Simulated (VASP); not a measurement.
# Y (P6_3/mmc) in VASP: further runs

Runs on Y. Level: PBE. Tasks: single point, relaxation of cell and atoms.

Program: VASP 6.6.1. These are calculated values, not measurements. Logs are shortened: lines on timing, memory, paths and dates and some standing lists are left out, and cuts for length are marked.

## 1. The cell of the first run

Symmetry: P6_3/mmc, No. 194, hexagonal system. The conventional cell has a = 3.708 Å, b = 3.708 Å, c = 5.695 Å, α = 90.00°, β = 90.00°, γ = 120.00°. Within 4.7 Å of Y (site symmetry -6m2) lie 12 Y at 3.56 to 3.71 Å.

## 2. Single point, PBE (x and y stretched by +1.5 %, z held)

INCAR reads:

```
  ALGO = Normal
  EDIFF = 1E-6
  ENCUT = 520
  GGA = PE
  ISIF = 2
  ISMEAR = -1
  LASPH = T
  LCHARG = F
  LREAL = F
  LWAVE = F
  NBANDS = 18
  NELM = 100
  PREC = Accurate
  SIGMA = 0.08
```

KPOINTS reads:

```
k-points
0
Gamma
  14 14 8
```

POSCAR reads:

```
Y
1.0
    3.7081630104      0.0000000000      0.0000000000
   -1.8540815052      3.2113633683      0.0000000000
    0.0000000000      0.0000000000      5.6947520381
Y
2
Direct
    0.3333333333      0.6666666667      0.2500000000
    0.6666666667      0.3333333333      0.7500000000
```

Potentials or basis: VASP PAW PBE potentials, release 64 (Y_sv).

Run with:

```
$ cat potpaw_PBE.64/Y_sv/POTCAR > POTCAR
$ mpirun -np 1 vasp_std > vasp.out
```

OUTCAR:

```text
EDIFF = 1E-6
   ENCUT = 520
   GGA = PE
   ISIF = 2
   ISMEAR = -1
   LASPH = T
   LREAL = F
   NELM = 100
   PREC = Accurate

 ion  position               nearest neighbor table
   1  0.333  0.667  0.250-   2 3.56   2 3.56   2 3.56   2 3.56   2 3.56   2 3.56
   2  0.667  0.333  0.750-   1 3.56   1 3.56   1 3.56   1 3.56   1 3.56   1 3.56

  LATTYP: Found a hexagonal cell.
 ALAT       =     3.7081630104
 C/A-ratio  =     1.5357340069

  Lattice vectors:

 A1 = (   3.7081630104,   0.0000000000,   0.0000000000)
 A2 = (  -1.8540815052,   3.2113633683,   0.0000000000)
 A3 = (   0.0000000000,   0.0000000000,   5.6947520381)

Analysis of symmetry for initial positions (statically):
=====================================================================
 Subroutine PRICEL returns:
 Original cell was already a primitive cell.

 Routine SETGRP: Setting up the symmetry group for a
 hexagonal supercell.

 Subroutine GETGRP returns: Found 24 space group operations
 (whereof 12 operations were pure point group operations)
 out of a pool of 24 trial point group operations.

The static configuration has the point symmetry D_3d.
 The point group associated with its full space group is D_6h.

Analysis of symmetry for dynamics (positions and initial velocities):
=====================================================================
 Subroutine PRICEL returns:
 Original cell was already a primitive cell.

 Routine SETGRP: Setting up the symmetry group for a
 hexagonal supercell.

 Subroutine GETGRP returns: Found 24 space group operations
 (whereof 12 operations were pure point group operations)
 out of a pool of 24 trial point group operations.

The dynamic configuration has the point symmetry D_3d.
 The point group associated with its full space group is D_6h.

 Subroutine INISYM returns: Found 24 space group operations
 (whereof 12 operations are pure point group operations),
 and found     1 'primitive' translations

----------------------------------------------------------------------------------------

                                     Primitive cell

  volume of cell :      67.8146

  direct lattice vectors                    reciprocal lattice vectors
     3.708163010  0.000000000  0.000000000     0.269675307  0.155697111  0.000000000
    -1.854081505  3.211363368  0.000000000     0.000000000  0.311394223  0.000000000
     0.000000000  0.000000000  5.694752038     0.000000000  0.000000000  0.175600271

  length of vectors
     3.708163010  3.708163010  5.694752038     0.311394223  0.311394223  0.175600271

  position of ions in fractional coordinates (direct lattice)
     0.333333333  0.666666667  0.250000000
     0.666666667  0.333333333  0.750000000

  ion indices of the primitive-cell ions
   primitive index   ion index
                 1           1
                 2           2

----------------------------------------------------------------------------------------

 KPOINTS: k-points

Automatic generation of k-mesh.
 Grid dimensions read from file:
 generate k-points for:   14   14    8

 Generating k-lattice:

  Cartesian coordinates                     Fractional coordinates (reciprocal lattice)
     0.019262522  0.011121222  0.000000000     0.071428571  0.000000000  0.000000000
     0.000000000  0.022242444  0.000000000     0.000000000  0.071428571  0.000000000
     0.000000000  0.000000000  0.021950034     0.000000000  0.000000000  0.125000000

  Length of vectors
     0.022242444  0.022242444  0.021950034

  Shift w.r.t. Gamma in fractional coordinates (k-lattice)
     0.000000000  0.000000000  0.000000000

 Subroutine IBZKPT returns following result:
 ===========================================

 Found    120 irreducible k-points:

 Following reciprocal coordinates:
            Coordinates               Weight
  0.000000  0.000000  0.000000      1.000000
  0.071429  0.000000  0.000000      6.000000
  0.142857  0.000000  0.000000      6.000000
  0.214286  0.000000  0.000000      6.000000
  0.285714  0.000000  0.000000      6.000000
  0.357143  0.000000  0.000000      6.000000
[... 16 lines left out ...]
  0.285714  0.285714  0.000000      6.000000
  0.357143  0.285714  0.000000      6.000000
 [... further k-points ...]
   k-points           NKPTS =    120   k-points in BZ     NKDIM =    120   number of bands    NBANDS=     18
   number of dos      NEDOS =    301   number of ions     NIONS =      2
   total plane-waves  NPLWV =  32928
   dimension x,y,z NGX =    28 NGY =   28 NGZ =   42
   dimension x,y,z NGXF=    56 NGYF=   56 NGZF=   84
   ions per type =               2
   NGX,Y,Z   is equivalent  to a cutoff of  12.55, 12.55, 12.26 a.u.
   NGXF,Y,Z  is equivalent  to a cutoff of  25.11, 25.11, 24.52 a.u.
 SYSTEM =  unknown system
   PREC   = accura    normal or accurate (medium, high low for compatibility)
   ISTART =      0    job   : 0-new  1-cont  2-samecut
   ICHARG =      2    charge: 1-file 2-atom 10-const
   ISPIN  =      1    spin polarized calculation?
   LNONCOLLINEAR =      F non collinear calculations
   LSORBIT =      F    spin-orbit coupling
   LASPH  =      T    aspherical Exc in radial PAW
   ENCUT  =  520.0 eV  38.22 Ry    6.18 a.u.   6.89  6.89 10.59*2*pi/ulx,y,z
   NELM   =    100;   NELMIN=  2; NELMDL= -5     # of ELM steps
   EDIFF  = 0.1E-05   stopping-criterion for ELM
   LREAL  =      F    real-space projection
   EDIFFG = 0.1E-04   stopping-criterion for IOM
   NSW    =      0    number of steps for IOM
   IBRION =     -1    ionic relax: 0-MD 1-quasi-New 2-CG
   NFREE  =      0    steps in history (QN), initial steepest desc. (CG)
   ISIF   =      2    stress and relaxation
   ISYM   =      2    0-nonsym 1-usesym 2-fastsym
   POTIM  = 0.5000    time-step for ionic-motion
   TEBEG  =    0.0;   TEEND  =   0.0 temperature during run
   PSTRESS=    0.0 pullay stress
   NELECT =      22.0000    total number of electrons
   NUPDOWN=      -1.0000    fix difference up-down
   EMIN   =  10.00;   EMAX   =-10.00  energy-range for DOS
   EFERMI =   0.00;   METHOD = LEGACY
   ISMEAR =    -1;   SIGMA  =   0.08  broadening in eV -4-tet -1-fermi 0-gaus
   EFERMI_NEDOS =   21; number of points for ismear=-14 and -15
   IALGO  =     38    algorithm
   IMIX   =      4    mixing-type and parameters
     AMIX     =   0.40;   BMIX     =  1.00
     AMIX_MAG =   1.60;   BMIX_MAG =  1.00
  volume/ion in A,a.u.               =      33.91       228.82
  Fermi-wavevector in a.u.,A,eV,Ry     =   1.124885  2.125724 17.216346  1.265366
  Thomas-Fermi vector in A             =   2.261559
   LORBIT       =      0    0 simple, 1 ext, 2 COOP (PROOUT), +10 PAW based schemes
   GGA     = PE    functional components
   LHFCALC =     F    Hartree Fock is set to
   AEXX    =    0.0000 exact exchange contribution
   IVDW    =     0    specifies the selected vdW correction
   LEPSILON=     F    determine dielectric tensor
   LRPA    =     F    only Hartree local field effects (RPA)
 non-spin polarized calculation
  energy-cutoff  :      520.00
  volume of cell :       67.81
 maximum number of plane-waves:      1844
 NGX is ok and might be reduce to    28
   NGX = 13   NGY = 13   NGZ = 21

 number of electron      21.9999998 magnetization

 Free energy of the ion-electron system (eV)
  ---------------------------------------------------
  ext. energy  EPLUGINS =         0.00000000
  ---------------------------------------------------
  free energy    TOTEN  =       -12.89705924 eV

  energy without entropy =      -12.81728871  energy(sigma->0) =      -12.85717398

 E-fermi :   2.8369     XC(G=0):  -9.3046

 val. band max:        2.8360094275   @ k =   0.2143   0.1429   0.0000
 cond. band min:       2.8445711526   @ k =   0.3571   0.0000   0.0000
 fundamental gap:      0.0085617251
 Fermi energy:         2.8369188057

 k-point     1 :       0.0000    0.0000    0.0000
  band No.  band energies     occupation
      1     -39.9263      2.00000
      2     -39.8572      2.00000
      3     -20.1767      2.00000
      4     -19.7491      2.00000
      5     -19.7491      2.00000
      6     -19.6590      2.00000
[... 10 lines left out ...]
     17       5.4497      0.00000
     18       5.4497      0.00000

 k-point     2 :       0.0714    0.0000    0.0000
  band No.  band energies     occupation
      1     -39.9242      2.00000
      2     -39.8566      2.00000
      3     -20.1685      2.00000
      4     -19.7643      2.00000
      5     -19.7546      2.00000
      6     -19.6753      2.00000
[... 10 lines left out ...]
     17       5.3178      0.00000
     18       5.3511      0.00000

 k-point     3 :       0.1429    0.0000    0.0000
  band No.  band energies     occupation
      1     -39.9181      2.00000
      2     -39.8550      2.00000
      3     -20.1447      2.00000
      4     -19.8071      2.00000
      5     -19.7697      2.00000
      6     -19.7201      2.00000
[... 10 lines left out ...]
     17       5.4983      0.00000
     18       5.5021      0.00000

 k-point     4 :       0.2143    0.0000    0.0000
  band No.  band energies     occupation
      1     -39.9090      2.00000
      2     -39.8531      2.00000
      3     -20.1076      2.00000
      4     -19.8694      2.00000
      5     -19.7906      2.00000
      6     -19.7830      2.00000
[... 10 lines left out ...]
     17       5.8700      0.00000
     18       5.9167      0.00000

 k-point     5 :       0.2857    0.0000    0.0000
  band No.  band energies     occupation
      1     -39.8983      2.00000
      2     -39.8516      2.00000
      3     -20.0612      2.00000
      4     -19.9390      2.00000
      5     -19.8502      2.00000
      6     -19.8130      2.00000
[... 10 lines left out ...]
     17       6.3273      0.00000
     18       6.4488      0.00000

 k-point     6 :       0.3571    0.0000    0.0000
  band No.  band energies     occupation
      1     -39.8876      2.00000
      2     -39.8513      2.00000
      3     -20.0113      2.00000
      4     -20.0020      2.00000
      5     -19.9088      2.00000
      6     -19.8326      2.00000
[... 10 lines left out ...]
     17       6.8971      0.00000
     18       7.0342      0.00000

 k-point     7 :       0.4286    0.0000    0.0000
  band No.  band energies     occupation
      1     -39.8791      2.00000
      2     -39.8521      2.00000
      3     -20.0457      2.00000
      4     -19.9676      2.00000
      5     -19.9484      2.00000
      6     -19.8459      2.00000
[... 10 lines left out ...]
     17       7.6060      0.00000
     18       7.6140      0.00000

 k-point     8 :       0.5000    0.0000    0.0000
  band No.  band energies     occupation
      1     -39.8756      2.00000
      2     -39.8529      2.00000
      3     -20.0613      2.00000
      4     -19.9624      2.00000
      5     -19.9482      2.00000
      6     -19.8506      2.00000
[... 10 lines left out ...]
     17       7.9721      0.00000
     18       8.2087      0.00000
[... 229 lines left out ...]
     17       7.6324      0.00000
     18       8.0439      0.00000

 k-point    20 :       0.2143    0.2143    0.0000
  band No.  band energies     occupation
      1     -39.8846      2.00000
      2     -39.8514      2.00000
      3     -19.9968      2.00000
      4     -19.9644      2.00000
      5     -19.9443      2.00000
      6     -19.8274      2.00000
[... 10 lines left out ...]
     17       6.8879      0.00000
     18       7.5625      0.00000

 k-point    21 :       0.2857    0.2143    0.0000
  band No.  band energies     occupation
      1     -39.8757      2.00000
      2     -39.8528      2.00000
      3     -20.0033      2.00000
      4     -19.9498      2.00000
      5     -19.9489      2.00000
      6     -19.8627      2.00000
[... 10 lines left out ...]
     17       7.3115      0.00000
     18       7.9478      0.00000

 k-point    22 :       0.3571    0.2143    0.0000
  band No.  band energies     occupation
      1     -39.8693      2.00000
      2     -39.8550      2.00000
      3     -20.0253      2.00000
      4     -19.9367      2.00000
      5     -19.9120      2.00000
      6     -19.8974      2.00000
[... 10 lines left out ...]
     17       7.5560      0.00000
     18       7.9413      0.00000

 k-point    23 :       0.2857    0.2857    0.0000
  band No.  band energies     occupation
      1     -39.8682      2.00000
      2     -39.8555      2.00000
      3     -20.0111      2.00000
      4     -19.9446      2.00000
      5     -19.9051      2.00000
      6     -19.8915      2.00000
[... 10 lines left out ...]
     17       7.4550      0.00000
     18       7.8987      0.00000

 k-point    24 :       0.3571    0.2857    0.0000
  band No.  band energies     occupation
      1     -39.8638      2.00000
      2     -39.8582      2.00000
      3     -20.0142      2.00000
      4     -19.9233      2.00000
      5     -19.9197      2.00000
      6     -19.8753      2.00000
[... 10 lines left out ...]
     17       7.5339      0.00000
     18       7.7172      0.00000

 [... further k-points ...]
[... 5 lines left out ...]
  --------------------------------------------------------------------------------------
  -------------------------------------------------------------------------------------
  Total       -0.6455856     -0.6455856     -0.3021956      0.0000000     -0.0000000      0.0000000
  in kB      -15.2525102    -15.2525102     -7.1396292      0.0000000     -0.0000000      0.0000000
  external PRESSURE =     -12.5482165 kB  Pullay stress =       0.0000000 kB

 VOLUME and BASIS-vectors are now :
 -----------------------------------------------------------------------------
  energy-cutoff  :      520.00
  volume of cell :       67.81
      direct lattice vectors                 reciprocal lattice vectors
     3.708163010  0.000000000  0.000000000     0.269675307  0.155697111  0.000000000
    -1.854081505  3.211363368  0.000000000     0.000000000  0.311394223  0.000000000
     0.000000000  0.000000000  5.694752038     0.000000000  0.000000000  0.175600271

 POSITION                                       TOTAL-FORCE (eV/Angst)
 -----------------------------------------------------------------------------------
     -0.00000      2.14091      1.42369         0.000000     -0.000000      0.000000
      1.85408      1.07045      4.27106         0.000000      0.000000      0.000000
 -----------------------------------------------------------------------------------
    total drift:                                0.000000     -0.000000      0.000000

  FREE ENERGIE OF THE ION-ELECTRON SYSTEM (eV)
  ---------------------------------------------------
  free  energy   TOTEN  =       -12.8970592448 eV

  energy  without entropy=      -12.8172887128  energy(sigma->0) =      -12.85717398
```

Run time: 56 s. Hardware: 1 thread of Intel Xeon 6975P-C (Granite Rapids), shared host; peak memory 0.27 GiB.

What came out:

* Free energy: -12.8971 eV
* Pressure: -1.3 GPa
* Band gap on the k mesh: zero (bands 11 and 12 overlap by 1.52 eV)

Levels at points of the mesh, in eV from the Fermi level:
```tsv
k point	band 7	band 8	band 9	band 10	band 11	band 12	band 13	band 14	band 15	band 16
(0.00, 0.00, 0.00)	-22.50	-22.45	-4.62	-1.77	0.94	1.70	1.70	2.16	2.32	2.32
(0.50, 0.00, 0.00)	-22.60	-22.54	-1.67	-1.12	-0.73	-0.20	1.37	1.44	2.10	4.76
(0.00, 0.00, 0.50)	-22.54	-22.54	-3.18	-3.18	1.02	1.02	1.59	1.59	1.59	1.59
(0.50, 0.00, 0.50)	-22.59	-22.59	-1.59	-1.59	0.11	0.11	1.32	1.32	2.64	2.64
```

Caveat: the cell differs from its parent crystal (x and y stretched by +1.5 %, z held).

## 3. Relaxation of cell and atoms, PBE

This run uses another cell than the first one, of 26.90 Å³/atom.

INCAR reads:

```
SYSTEM = Y
ALGO = Normal
EDIFF = 1E-7
EDIFFG = -0.005
ENCUT = 600
GGA = PE
IBRION = 2
ISIF = 3
ISMEAR = -1
LASPH = .True.
LCHARG = .False.
LREAL = .False.
LWAVE = .False.
NELM = 60
NSW = 100
PREC = Accurate
SIGMA = 0.08
```

KPOINTS reads:

```
k-points
0
Gamma
  14 14 8
  0 0 0
```

POSCAR reads:

```
Y
1.0
    3.3723058629      0.0000000000      0.0000000000
   -1.6861529315      2.9205025466      0.0000000000
    0.0000000000      0.0000000000      5.4631354979
Y
2
Direct
    0.3333333333      0.6666666667      0.2500000000
    0.6666666667      0.3333333333      0.7500000000
```

Potentials or basis: VASP PAW PBE potentials, release 64 (Y_sv).

Run with:

```
$ cat potpaw_PBE.64/Y_sv/POTCAR > POTCAR
$ mpirun -np 1 vasp_std > vasp.out
```

Run time: 5.6 min. Hardware: 1 thread of Intel Xeon 6975P-C (Granite Rapids), shared host; peak memory 0.29 GiB.

Results (log left out):

- Free energy: -12.9068 eV
- Relaxed volume: 32.82 Å³/atom
- Relaxed cell: a = 3.650 Å, b = 3.650 Å, c = 5.688 Å, α = 90.00°, β = 90.00°, γ = 120.00°
- Space group after relaxing (to 0.1 Å): P6_3/mmc (No. 194)
- Energy gained by relaxing: 176.0 meV/atom
- Ionic steps: 9
- Pressure after relaxing: 0.0 GPa
- Band gap on the k mesh: zero (bands 11 and 12 overlap by 1.46 eV)

Step by step:
```tsv
step	energy change (eV)	largest force (eV/Å)	pressure (GPa)	volume (Å³)
1	0.0000	0.0000	10.50	53.81
2	-0.3303	0.0000	-1.72	68.73
3	-0.3464	0.0000	0.01	65.63
4	-0.3464	0.0000	-0.15	65.88
5	-0.3507	0.0000	-0.14	65.87
6	-0.3518	0.0000	-0.13	65.85
7	-0.3518	0.0000	-0.13	65.85
8	-0.3519	0.0000	0.05	65.56
9	-0.3519	0.0000	0.00	65.63
```

Final structure:
```yaml
crystal:
  lattice:
    - [3.65018, 0.00000, 0.00000]
    - [-1.82509, 3.16115, 0.00000]
    - [0.00000, 0.00000, 5.68796]
  atoms:
    - { symbol: Y, position: [0.33333, 0.66667, 0.25000] }
    - { symbol: Y, position: [0.66667, 0.33333, 0.75000] }
```

Levels at points of the mesh, in eV from the Fermi level:
```
           k point  band 9  band 10  band 11  band 12  band 13  band 14
(0.00, 0.00, 0.00)   -4.68    -1.84     0.94     1.75     1.75     2.10
(0.50, 0.00, 0.00)   -1.67    -1.18    -0.80    -0.12     1.43     1.45
(0.00, 0.00, 0.50)   -3.23    -3.23     0.98     0.98     1.66     1.66
(0.50, 0.00, 0.50)   -1.64    -1.64     0.08     0.08     1.39     1.39
```

Caveat: the volume moved by over 15 % at a fixed basis, so the end points are rough.
